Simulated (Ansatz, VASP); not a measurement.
**LiF in VASP and in Ansatz**

```xyz
2
Lattice="0.0000 1.9550 2.0237 1.9550 0.0000 2.0237 1.9550 1.9550 0.0000" Properties=species:S:1:pos:R:3 pbc="T T T"
Li    0.0000    0.0000    0.0000
F     1.9550    1.9550    2.0237
```

Change from the starting cell: epitaxial_xy strain -2.0%.

Alike in both runs: task single point; functional HSE06; k mesh 8 × 8 × 8; no spin polarisation.

|  | VASP | Ansatz |
| --- | --- | --- |
| version | VASP 6.6.1 | Ansatz 0.2.0 |
| potentials or method | VASP PAW PBE potentials, release 64 (Li_sv, F) | plane waves, PAW |
| plane-wave cutoff (eV) | 520 | 420 |
| occupations | gaussian, width 0.01 eV | fixed |
| valence electrons in the cell | 10 | 10 |

```tsv
	VASP	Ansatz	Ansatz less VASP
gap on the k mesh at the Fermi level (eV)	11.86	11.87	+0.009
```

Ansatz's warnings: stress exchange threshold loose, stress scf threshold loose.

Noted on VASP's run: the cutoff is under 1.25 times that of the potentials, so the pressure is a little rough.
